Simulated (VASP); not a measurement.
Write the native input for VASP 6.6.1 that does the following.

```yaml
Task: single point
Functional: PBE
Dispersion: D3(BJ)
Potentials_or_basis: VASP PAW PBE potentials, release 64 (K_sv, P)
Cutoff: 520 eV
k_mesh: 12 × 12 × 8
Occupations: gaussian, width 0.1 eV
Spin: no spin polarisation
Dipole_correction: no
Further_INCAR_settings: ALGO = Normal; EDIFF = 1e-06; NBANDS = 16
```

The structure of KP2 lies in POSCAR:

```
KP2
1.0
    3.8114505592      0.0000000000      0.0000000000
   -1.9057252796      3.3008130095      0.0000000000
    0.0000000000      0.0000000000      5.5206401731
K P
1 2
Direct
    0.0000000000      0.0000000000      0.0000000000
    0.3333333333      0.6666666667      0.5713135703
    0.6666666667      0.3333333333      0.4286864297
```

These files were run (other wordings do the same):

INCAR

```
  PREC = Accurate
  ENCUT = 520
  EDIFF = 1E-6
  ISMEAR = 0
  SIGMA = 0.1
  LREAL = F
  LASPH = T
  NELM = 60
  ALGO = Normal
  ISIF = 2
  LWAVE = F
  LCHARG = F
  GGA = PE
  IVDW = 12
  NBANDS = 16
```

KPOINTS

```
Automatic mesh
0
Gamma
  12 12 8
```

Potentials or basis: VASP PAW PBE potentials, release 64 (K_sv, P).

Command:

```bash
$ cat potpaw_PBE.64/K_sv/POTCAR potpaw_PBE.64/P/POTCAR > POTCAR
$ mpirun -np 1 vasp_std > vasp.out
```

Results of the run:

The pressure is 0.0 GPa, the largest force is 0.018 eV/Å and the band gap on the k mesh is zero (an odd number of electrons rules out a gap without spin polarisation). The dispersion energy per atom is -0.319 eV.

Caveat: an odd number of electrons without spin polarisation forces a metal; a magnetic or distorted state may lie lower.

It took 2.1 min on 1 thread of Intel(R) Xeon(R) Platinum 8259CL CPU @ 2.50GHz (Skylake/Cascade Lake), on a shared host, peak memory 0.27 GiB.
